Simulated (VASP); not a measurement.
# MoS2 in VASP: a series of runs

The runs below take MoS2 through single point, with PBEsol+U, LDA, PBEsol.

Everything below comes from runs of VASP 6.6.1. Logs are shortened: lines on timing, memory, paths and dates and some standing lists are left out, and cuts for length are marked.

**1. The cell of the first run**

The cell holds a slab with vacuum, 9 atoms: a = 3.146 Å, b = 3.146 Å, c = 27.923 Å, α = 90.00°, β = 90.00°, γ = 120.00°.

**2. Single point, PBEsol+U**

INCAR reads:

```
PREC = Accurate ; ENCUT = 520
EDIFF = 1E-7 ; ISMEAR = -1
SIGMA = 0.05 ; LREAL = False
LASPH = True ; NELM = 150
ALGO = Normal ; ISIF = 2
LWAVE = False ; LCHARG = False
LMAXMIX = 4 ; LDAU = True
LDAUTYPE = 2 ; LDAUL = 2 -1
LDAUU = 6 0 ; LDAUJ = 0 0
LDAUPRINT = 1 ; GGA = PS
NBANDS = 49
```

KPOINTS reads:

```
Automatic mesh
0
Gamma
  10 10 1
```

POSCAR reads:

```
MoS2
1.0
    3.1455741280      0.0000000000      0.0000000000
   -1.5727870640      2.7241471043      0.0000000000
    0.0000000000      0.0000000000     27.9228384849
Mo S
3 6
Direct
    0.3333333333      0.6666666667      0.2236169971
    0.3333333333      0.6666666667      0.7763830029
    0.6666666667      0.3333333333      0.0000000000
    0.6666666667      0.3333333333      0.1678900495
    0.6666666667      0.3333333333      0.7207051246
    0.3333333333      0.6666666667      0.9442762319
    0.6666666667      0.3333333333      0.2792948754
    0.6666666667      0.3333333333      0.8321099505
    0.3333333333      0.6666666667      0.0557237681
```

Potentials or basis: VASP PAW PBE potentials, release 64 (Mo_sv, S).

Command:

```
> cat potpaw_PBE.64/Mo_sv/POTCAR potpaw_PBE.64/S/POTCAR > POTCAR
> mpirun -np 1 vasp_std > vasp.out
```

OUTCAR:

```text
PREC = Accurate
   ENCUT = 520
   EDIFF = 1E-7
   ISMEAR = -1
   LREAL = False
   LASPH = True
   NELM = 150
   ISIF = 2
   GGA = PS

 ion  position               nearest neighbor table
   1  0.333  0.667  0.224-   7 2.39   7 2.39   7 2.39   4 2.39   4 2.39   4 2.39
   2  0.333  0.667  0.776-   5 2.39   5 2.39   5 2.39   8 2.39   8 2.39   8 2.39
   3  0.667  0.333  0.000-   6 2.39   9 2.39   6 2.39   9 2.39   6 2.39   9 2.39
   4  0.667  0.333  0.168-   1 2.39   1 2.39   1 2.39
   5  0.667  0.333  0.721-   2 2.39   2 2.39   2 2.39
   6  0.333  0.667  0.944-   3 2.39   3 2.39   3 2.39
   7  0.667  0.333  0.279-   1 2.39   1 2.39   1 2.39
   8  0.667  0.333  0.832-   2 2.39   2 2.39   2 2.39
   9  0.333  0.667  0.056-   3 2.39   3 2.39   3 2.39

  LATTYP: Found a hexagonal cell.
 ALAT       =     3.1455741280
 C/A-ratio  =     8.8768655097

  Lattice vectors:

 A1 = (   3.1455741280,   0.0000000000,   0.0000000000)
 A2 = (  -1.5727870640,   2.7241471043,   0.0000000000)
 A3 = (   0.0000000000,   0.0000000000,  27.9228384849)

Analysis of symmetry for initial positions (statically):
=====================================================================
 Subroutine PRICEL returns:
 Original cell was already a primitive cell.

 Routine SETGRP: Setting up the symmetry group for a
 hexagonal supercell.

 Subroutine GETGRP returns: Found 12 space group operations
 (whereof 12 operations were pure point group operations)
 out of a pool of 24 trial point group operations.

The static configuration has the point symmetry D_3h.

Analysis of symmetry for dynamics (positions and initial velocities):
=====================================================================
 Subroutine PRICEL returns:
 Original cell was already a primitive cell.

 Routine SETGRP: Setting up the symmetry group for a
 hexagonal supercell.

 Subroutine GETGRP returns: Found 12 space group operations
 (whereof 12 operations were pure point group operations)
 out of a pool of 24 trial point group operations.

The dynamic configuration has the point symmetry D_3h.

 Subroutine INISYM returns: Found 12 space group operations
 (whereof 12 operations are pure point group operations),
 and found     1 'primitive' translations

----------------------------------------------------------------------------------------

                                     Primitive cell

  volume of cell :     239.2710

  direct lattice vectors                    reciprocal lattice vectors
     3.145574128  0.000000000  0.000000000     0.317906989  0.183543686  0.000000000
    -1.572787064  2.724147104  0.000000000     0.000000000  0.367087371  0.000000000
     0.000000000  0.000000000 27.922838485     0.000000000  0.000000000  0.035812978

  length of vectors
     3.145574128  3.145574128 27.922838485     0.367087371  0.367087371  0.035812978

  position of ions in fractional coordinates (direct lattice)
     0.333333333  0.666666667  0.223616997
     0.333333333  0.666666667  0.776383003
     0.666666667  0.333333333  0.000000000
     0.666666667  0.333333333  0.167890050
     0.666666667  0.333333333  0.720705125
     0.333333333  0.666666667  0.944276232
     0.666666667  0.333333333  0.279294875
     0.666666667  0.333333333  0.832109950
     0.333333333  0.666666667  0.055723768

  ion indices of the primitive-cell ions
   primitive index   ion index
                 1           1
[... 50 lines left out ...]
  0.300000  0.300000  0.000000      6.000000
   k-points           NKPTS =     14   k-points in BZ     NKDIM =     14   number of bands    NBANDS=     49
   number of dos      NEDOS =    301   number of ions     NIONS =      9
   total plane-waves  NPLWV = 120960
   dimension x,y,z NGX =    24 NGY =   24 NGZ =  210
   dimension x,y,z NGXF=    48 NGYF=   48 NGZF=  420
   ions per type =               3   6
   NGX,Y,Z   is equivalent  to a cutoff of  12.68, 12.68, 12.50 a.u.
   NGXF,Y,Z  is equivalent  to a cutoff of  25.37, 25.37, 25.01 a.u.
 SYSTEM =  unknown system
   PREC   = accura    normal or accurate (medium, high low for compatibility)
   ISTART =      0    job   : 0-new  1-cont  2-samecut
   ICHARG =      2    charge: 1-file 2-atom 10-const
   ISPIN  =      1    spin polarized calculation?
   LNONCOLLINEAR =      F non collinear calculations
   LSORBIT =      F    spin-orbit coupling
   LASPH  =      T    aspherical Exc in radial PAW
   ENCUT  =  520.0 eV  38.22 Ry    6.18 a.u.   5.85  5.85 51.92*2*pi/ulx,y,z
   NELM   =    150;   NELMIN=  2; NELMDL= -5     # of ELM steps
   EDIFF  = 0.1E-06   stopping-criterion for ELM
   LREAL  =      F    real-space projection
   EDIFFG = 0.1E-05   stopping-criterion for IOM
   NSW    =      0    number of steps for IOM
   IBRION =     -1    ionic relax: 0-MD 1-quasi-New 2-CG
   NFREE  =      0    steps in history (QN), initial steepest desc. (CG)
   ISIF   =      2    stress and relaxation
   ISYM   =      2    0-nonsym 1-usesym 2-fastsym
   POTIM  = 0.5000    time-step for ionic-motion
   TEBEG  =    0.0;   TEEND  =   0.0 temperature during run
   PSTRESS=    0.0 pullay stress
   NELECT =      78.0000    total number of electrons
   NUPDOWN=      -1.0000    fix difference up-down
   EMIN   =  10.00;   EMAX   =-10.00  energy-range for DOS
   EFERMI =   0.00;   METHOD = LEGACY
   ISMEAR =    -1;   SIGMA  =   0.05  broadening in eV -4-tet -1-fermi 0-gaus
   EFERMI_NEDOS =   21; number of points for ismear=-14 and -15
   IALGO  =     38    algorithm
   IMIX   =      4    mixing-type and parameters
     AMIX     =   0.40;   BMIX     =  1.00
     AMIX_MAG =   1.60;   BMIX_MAG =  1.00
  volume/ion in A,a.u.               =      26.59       179.41
  Fermi-wavevector in a.u.,A,eV,Ry     =   1.126704  2.129161 17.272066  1.269461
  Thomas-Fermi vector in A             =   2.263387
   LORBIT       =      0    0 simple, 1 ext, 2 COOP (PROOUT), +10 PAW based schemes
 LDA+U is selected, type is set to LDAUTYPE =  2
   angular momentum for each species LDAUL =     2   -1
   U (eV)           for each species LDAUU =   6.0  0.0
   J (eV)           for each species LDAUJ =   0.0  0.0
   GGA     = PS    functional components
   LHFCALC =     F    Hartree Fock is set to
   AEXX    =    0.0000 exact exchange contribution
   IVDW    =     0    specifies the selected vdW correction
   LEPSILON=     F    determine dielectric tensor
   LRPA    =     F    only Hartree local field effects (RPA)
 non-spin polarized calculation
  energy-cutoff  :      520.00
  volume of cell :      239.27
 maximum number of plane-waves:      6476
 NGX is ok and might be reduce to    24
   NGX = 11   NGY = 11   NGZ =103

atom =   1  type =  1  l = 2

 onsite density matrix

spin component  1
[... 83 lines left out ...]
  o =  0.3754  v =  0.0000  1.0000 -0.0000  0.0000 -0.0000  0.0000  0.0000  0.0000  0.0000  0.0000      0.0000  0.0000  0.0000  0.0000  0.0000  0.0000  0.0000  0.0000  0.0000  0.0000
  o =  0.3754  v =  0.0000  0.0000  0.0000  0.0000  0.0000  0.0000  1.0000 -0.0000  0.0000 -0.0000      0.0000  0.0000  0.0000  0.0000  0.0000  0.0000  0.0000  0.0000  0.0000  0.0000
  o =  0.3754  v =  0.0000 -0.0000 -0.0000  1.0000 -0.0000  0.0000  0.0000  0.0000  0.0000  0.0000      0.0000  0.0000  0.0000  0.0000  0.0000  0.0000  0.0000  0.0000  0.0000  0.0000
  o =  0.3754  v =  0.0000  0.0000  0.0000  0.0000  0.0000  0.0000 -0.0000 -0.0000  1.0000 -0.0000      0.0000  0.0000  0.0000  0.0000  0.0000  0.0000  0.0000  0.0000  0.0000  0.0000
  o =  0.3881  v =  0.0000 -0.0000 -0.0000 -0.0000 -1.0000  0.0000  0.0000  0.0000  0.0000  0.0000      0.0000  0.0000  0.0000  0.0000  0.0000  0.0000  0.0000  0.0000  0.0000  0.0000
  o =  0.3881  v =  0.0000  0.0000  0.0000  0.0000  0.0000  0.0000 -0.0000 -0.0000 -0.0000 -1.0000      0.0000  0.0000  0.0000  0.0000  0.0000  0.0000  0.0000  0.0000  0.0000  0.0000
  o =  0.3881  v =  0.0000  0.0000  0.0000  0.0000  0.0000  1.0000  0.0000  0.0000  0.0000  0.0000      0.0000  0.0000  0.0000  0.0000  0.0000  0.0000  0.0000  0.0000  0.0000  0.0000
  o =  0.3881  v =  1.0000  0.0000  0.0000  0.0000  0.0000  0.0000  0.0000  0.0000  0.0000  0.0000      0.0000  0.0000  0.0000  0.0000  0.0000  0.0000  0.0000  0.0000  0.0000  0.0000
  o =  0.4280  v =  0.0000 -0.0000 -1.0000  0.0000  0.0000  0.0000  0.0000  0.0000  0.0000  0.0000      0.0000  0.0000  0.0000  0.0000  0.0000  0.0000  0.0000  0.0000  0.0000  0.0000
  o =  0.4280  v =  0.0000  0.0000  0.0000  0.0000  0.0000  0.0000 -0.0000 -1.0000  0.0000  0.0000      0.0000  0.0000  0.0000  0.0000  0.0000  0.0000  0.0000  0.0000  0.0000  0.0000

 number of electron      78.0000004 magnetization

 Free energy of the ion-electron system (eV)
  ---------------------------------------------------
  ext. energy  EPLUGINS =         0.00000000
  ---------------------------------------------------
  free energy    TOTEN  =       -48.78051774 eV

  energy without entropy =      -48.78051742  energy(sigma->0) =      -48.78051758

 E-fermi :   3.6998     XC(G=0):  -7.6698

 val. band max:        3.1254328448   @ k =   0.0000   0.0000   0.0000
 cond. band min:       4.3962140992   @ k =   0.2000   0.2000   0.0000
 fundamental gap:      1.2707812544
 Fermi energy:         3.6997595281

 k-point     1 :       0.0000    0.0000    0.0000
  band No.  band energies     occupation
      1     -58.6529      2.00000
      2     -58.6512      2.00000
      3     -58.6512      2.00000
      4     -32.8093      2.00000
      5     -32.8081      2.00000
      6     -32.8081      2.00000
[... 717 lines left out ...]
     48       6.3112      0.00000
     49       7.6411      0.00000

------------------------ aborting loop because EDIFF is reached ----------------------------------------

  FORCE on cell =-STRESS in cart. coord.  units (eV):
  Direction    XX          YY          ZZ          XY          YZ          ZX
  --------------------------------------------------------------------------------------
  -------------------------------------------------------------------------------------
  Total        3.5072788      3.5072788      4.4313202      0.0000000      0.0000000     -0.0000000
  in kB       23.4850142     23.4850142     29.6724682      0.0000000      0.0000000     -0.0000000
  external PRESSURE =      25.5474989 kB  Pullay stress =       0.0000000 kB

 VOLUME and BASIS-vectors are now :
 -----------------------------------------------------------------------------
  energy-cutoff  :      520.00
  volume of cell :      239.27
      direct lattice vectors                 reciprocal lattice vectors
     3.145574128  0.000000000  0.000000000     0.317906989  0.183543686  0.000000000
    -1.572787064  2.724147104  0.000000000     0.000000000  0.367087371  0.000000000
     0.000000000  0.000000000 27.922838485     0.000000000  0.000000000  0.035812978

 POSITION                                       TOTAL-FORCE (eV/Angst)
 -----------------------------------------------------------------------------------
     -0.00000      1.81610      6.24402         0.000000     -0.000000      0.002233
     -0.00000      1.81610     21.67882         0.000000     -0.000000     -0.002233
      1.57279      0.90805      0.00000         0.000000     -0.000000      0.000000
      1.57279      0.90805      4.68797         0.000000      0.000000     -0.464410
      1.57279      0.90805     20.12413        -0.000000      0.000000     -0.473709
     -0.00000      1.81610     26.36687        -0.000000     -0.000000     -0.462342
      1.57279      0.90805      7.79871        -0.000000      0.000000      0.473709
      1.57279      0.90805     23.23487        -0.000000      0.000000      0.464410
     -0.00000      1.81610      1.55597        -0.000000     -0.000000      0.462342
 -----------------------------------------------------------------------------------
    total drift:                                0.000000     -0.000000      0.000000

  FREE ENERGIE OF THE ION-ELECTRON SYSTEM (eV)
  ---------------------------------------------------
  free  energy   TOTEN  =       -48.7805177419 eV

  energy  without entropy=      -48.7805174248  energy(sigma->0) =      -48.78051758
```

Wall time 2.1 min (1 thread of Intel Xeon 6975P-C (Granite Rapids), shared host); peak memory 0.4 GiB.

What came out:

- Free energy: -48.7805 eV
- Largest force: 0.474 eV/Å
- Band gap on the k mesh: 1.27 eV, indirect (least direct gap 1.85 eV)

Forces in eV/Å, atoms in the order of the input:
```
Mo   0.000  0.000  0.002
Mo   0.000  0.000 -0.002
Mo   0.000  0.000  0.000
S    0.000  0.000 -0.464
S    0.000  0.000 -0.474
S    0.000  0.000 -0.462
S    0.000  0.000  0.474
S    0.000  0.000  0.464
S    0.000  0.000  0.462
```

Levels at points of the mesh, in eV from the valence-band top:
```csv
k point,band 37,band 38,band 39,band 40,band 41,band 42
"(0.00, 0.00, 0.00)",-0.84,-0.32,0.00,2.44,2.44,2.45
"(0.50, 0.00, 0.00)",-1.28,-1.23,-1.20,2.00,2.01,2.03
```

Eigenvalues of the final occupation matrices:
```tsv
site	spin	trace	eigenvalues
site 1 d	1	1.95	0.38 0.38 0.39 0.39 0.43
site 1 d	2	1.95	0.38 0.38 0.39 0.39 0.43
site 2 d	1	1.95	0.38 0.38 0.39 0.39 0.43
site 2 d	2	1.95	0.38 0.38 0.39 0.39 0.43
site 3 d	1	1.96	0.38 0.38 0.39 0.39 0.43
site 3 d	2	1.96	0.38 0.38 0.39 0.39 0.43
```

Caveat: the PAW data sets were made with another functional, which shifts forces and pressure a little.

**3. Single point, LDA**

This run uses another cell than the first one, of 27.69 Å³/atom, 1.042 times its volume.

INCAR reads:

```
PREC = Accurate ; ENCUT = 520
EDIFF = 1E-6 ; ISMEAR = -1
SIGMA = 0.05 ; LREAL = False
LASPH = True ; NELM = 80
ALGO = Normal ; ISIF = 2
LWAVE = False ; LCHARG = True
GGA = CA ; LELF = True
LVHAR = True ; NBANDS = 49
```

KPOINTS is that of step 2.

POSCAR reads:

```
MoS2
1.0
    3.1840155185      0.0000000000      0.0000000000
   -1.5920077592      2.7574383250      0.0000000000
    0.0000000000      0.0000000000     28.3873198000
Mo S
3 6
Direct
    0.3333333333      0.6666666667      0.2281647700
    0.3333333333      0.6666666667      0.7718352300
    0.6666666667      0.3333333333      0.0000000000
    0.6666666667      0.3333333333      0.1734930900
    0.6666666667      0.3333333333      0.7171875100
    0.3333333333      0.6666666667      0.9453341200
    0.6666666667      0.3333333333      0.2828124900
    0.6666666667      0.3333333333      0.8265069100
    0.3333333333      0.6666666667      0.0546658800
```

Potentials or basis: VASP PAW LDA potentials, release 64 (Mo_sv, S).

Command:

```
> cat potpaw_LDA.64/Mo_sv/POTCAR potpaw_LDA.64/S/POTCAR > POTCAR
> mpirun -np 1 vasp_std > vasp.out
```

Run time: 2.6 min. Hardware: 1 thread of Intel Xeon Platinum 8488C (Sapphire Rapids), shared host; peak memory 0.33 GiB.

Results (log left out):

```yaml
Free_energy: -73.1447 eV
Largest_force: 0.379 eV/Å
Band_gap_on_the_k_mesh: 1.29 eV, indirect (least direct gap 1.88 eV)
```

Forces on the atoms (eV/Å):
```
Mo   0.000  0.000 -0.002
Mo   0.000  0.000  0.002
Mo   0.000  0.000  0.000
S    0.000  0.000  0.292
S    0.000  0.000  0.379
S    0.000  0.000  0.292
S    0.000  0.000 -0.379
S    0.000  0.000 -0.292
S    0.000  0.000 -0.292
```

Levels at points of the mesh, in eV from the valence-band top:
```
           k point  band 36  band 37  band 38  band 39  band 40  band 41  band 42  band 43
(0.00, 0.00, 0.00)    -1.63    -0.68    -0.28     0.00     2.29     2.29     2.30     2.30
(0.50, 0.00, 0.00)    -1.41    -1.12    -1.09    -1.08     1.75     1.76     1.77     2.21
```

**4. Single point, PBEsol**

This run uses another cell than the first one, of 27.69 Å³/atom, 1.042 times its volume.

INCAR reads:

```
  PREC = Accurate
  ENCUT = 520
  EDIFF = 1E-6
  ISMEAR = -1
  SIGMA = 0.05
  LREAL = F
  LASPH = T
  NELM = 100
  ALGO = Normal
  ISIF = 2
  LWAVE = F
  LCHARG = T
  GGA = PS
  LELF = T
  LVHAR = T
  NBANDS = 49
```

KPOINTS reads:

```
regular mesh
0
Gamma
  10 10 1
```

POSCAR is that of step 3.

Potentials or basis: VASP PAW PBE potentials, release 64 (Mo_sv, S).

Command:

```
> cat potpaw_PBE.64/Mo_sv/POTCAR potpaw_PBE.64/S/POTCAR > POTCAR
> mpirun -np 1 vasp_std > vasp.out
```

Run time: 4.3 min. Hardware: 1 thread of Intel Xeon Platinum 8259CL at 2.50GHz (Skylake/Cascade Lake), shared host; peak memory 0.41 GiB.

It converged, with:

```yaml
Free_energy: -70.2735 eV
Largest_force: 0.147 eV/Å
Band_gap_on_the_k_mesh: 1.31 eV, indirect (least direct gap 1.89 eV)
```

Forces on the atoms (eV/Å):
```
Mo   0.000  0.000  0.001
Mo   0.000  0.000 -0.001
Mo   0.000  0.000  0.000
S    0.000  0.000  0.124
S    0.000  0.000  0.147
S    0.000  0.000  0.124
S    0.000  0.000 -0.147
S    0.000  0.000 -0.124
S    0.000  0.000 -0.124
```

Levels at points of the mesh, in eV from the valence-band top:
```tsv
k point	band 35	band 36	band 37	band 38	band 39	band 40	band 41	band 42	band 43	band 44
(0.00, 0.00, 0.00)	-1.99	-1.63	-0.65	-0.27	0.00	2.31	2.31	2.31	2.31	2.32
(0.50, 0.00, 0.00)	-1.45	-1.42	-1.13	-1.10	-1.09	1.77	1.78	1.79	2.24	2.31
```

Caveat: the PAW data sets were made with another functional, which shifts forces and pressure a little.

**5. Summary**

```csv
level,potentials or basis,U,cell,gap on the mesh (eV),largest force (eV/Å)
PBEsol+U,"VASP PAW PBE potentials, release 64 (Mo_sv, S)",Mo d U = 6.0 eV,"a = 3.146, b = 3.146, c = 27.923 Å, angles 90.0, 90.0, 120.0°, 9 atoms",1.27,0.47
LDA,"VASP PAW LDA potentials, release 64 (Mo_sv, S)",-,"a = 3.184, b = 3.184, c = 28.387 Å, angles 90.0, 90.0, 120.0°, 9 atoms",1.29,0.38
PBEsol,"VASP PAW PBE potentials, release 64 (Mo_sv, S)",-,"a = 3.184, b = 3.184, c = 28.387 Å, angles 90.0, 90.0, 120.0°, 9 atoms",1.31,0.15
```

Alike in all rows: task single point; no spin polarisation; k mesh 10 × 10 × 1; cutoff (eV) 520; smearing fermi-dirac 0.05 eV.

Caveats: the PAW data sets were made with another functional, which shifts forces and pressure a little (some runs).

Absolute energies hang on the potentials; compare differences alone.
